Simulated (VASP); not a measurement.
Input of a VASP 6.6.1 run:

The input INCAR:

```
PREC = Accurate
ENCUT = 520
EDIFF = 1E-7
ISMEAR = 0
SIGMA = 0.1
LREAL = F
LASPH = T
NELM = 80
ALGO = Normal
ISIF = 2
LWAVE = F
LCHARG = T
GGA = PS
LELF = T
LVHAR = T
NBANDS = 84
```

File KPOINTS:

```
Automatic mesh
0
Gamma
  4 3 5
```

File POSCAR:

```
Ti12H
1.0
    5.9000000000      0.0000000000      0.0000000000
   -4.4250000000      7.6643250000      0.0000000000
    0.0000000000      0.0000000000      4.6846000000
Ti H
12 1
Direct
    0.0020190251      0.0014502256     -0.0058314477
    0.1627828355      0.2177970010      0.4971779874
    0.0072287813      0.3285762282     -0.0018989882
    0.1759349461      0.5595035440      0.5069246040
    0.0072088731      0.6752674241     -0.0001167656
    0.1672798211      0.8902033773      0.4986730991
    0.4983933190     -0.0015137667     -0.0011524997
    0.6617259823      0.2154676374      0.5046674209
    0.4833700809      0.3273822548     -0.0024527174
    0.6647893956      0.5586875557      0.5066332238
    0.5032896133      0.6693296539      0.0027048200
    0.6673625701      0.8885903194      0.5009251590
    0.8342843016      0.4434990687      0.3751545489
```

Potentials or basis: VASP PAW PBE potentials, release 64 (Ti_sv, H).

The run is started by

```console
$ cat potpaw_PBE.64/Ti_sv/POTCAR potpaw_PBE.64/H/POTCAR > POTCAR
$ mpirun -np 1 vasp_std > vasp.out
```

Question: Estimate the pressure.

Answer: -4.5 GPa.

Question: Predict the band gap on the k mesh.

Answer: Zero (an odd number of electrons rules out a gap without spin polarisation).

Question: What does it give for the largest force?

Answer: 0.768 eV/Å.

Stress tensor (GPa, compression positive):
```
-4.51  0.05  0.03
 0.05 -4.07  0.04
 0.03  0.04 -4.92
```

Caveat: the PAW data sets were made with another functional, which shifts forces and pressure a little.
